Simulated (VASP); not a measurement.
Nb: electric field gradients with PBE

Nb:

```
CELL_PARAMETERS angstrom
0.06345 2.14672 2.14672
2.14672 0.06345 2.14672
2.14672 2.14672 0.06345
ATOMIC_POSITIONS crystal
Nb 0.00000 0.00000 0.00000
```

This cell differs from its parent crystal: equal xy, yz and zx shear strains of +3 %.

* Program: VASP 6.6.1
* Task: electric field gradients
* Functional: PBE
* Potentials or basis: VASP PAW PBE potentials, release 64 (Nb_sv)
* Cutoff: 520 eV
* k mesh: 13 × 13 × 13
* Occupations: fermi-dirac, width 0.08 eV
* Spin: no spin polarisation
* Dipole correction: no
* Further INCAR settings: ALGO = Normal; EDIFF = 1e-08; NBANDS = 12

```
Pressure : -1.5 GPa
```

Stress tensor (GPa, compression positive):
```
-1.46  0.99  0.99
 0.99 -1.46  0.99
 0.99  0.99 -1.46
```

Levels at points of the mesh, in eV from the Fermi level:
| k point | band 3 | band 4 | band 5 | band 6 | band 7 | band 8 | band 9 | band 10 |
| --- | --- | --- | --- | --- | --- | --- | --- | --- |
| (0.00, 0.00, 0.00) | -30.14 | -30.14 | -6.19 | -0.31 | 0.33 | 0.33 | 2.73 | 2.73 |

Electric field gradients, principal values (V/Å²):
```tsv
atom	least	middle	greatest (by size)
1 Nb	4.093	4.093	-8.186
```

Run time: 19 s on 1 thread of Intel(R) Xeon(R) 6975P-C (Granite Rapids), on a shared host, peak memory 0.17 GiB.

Caveat: the cell differs from its parent crystal (equal xy, yz and zx shear strains of +3 %); without QUAD_EFG the Cq values of the log hold for a quadrupole moment of 1 mb, not for the nuclei.
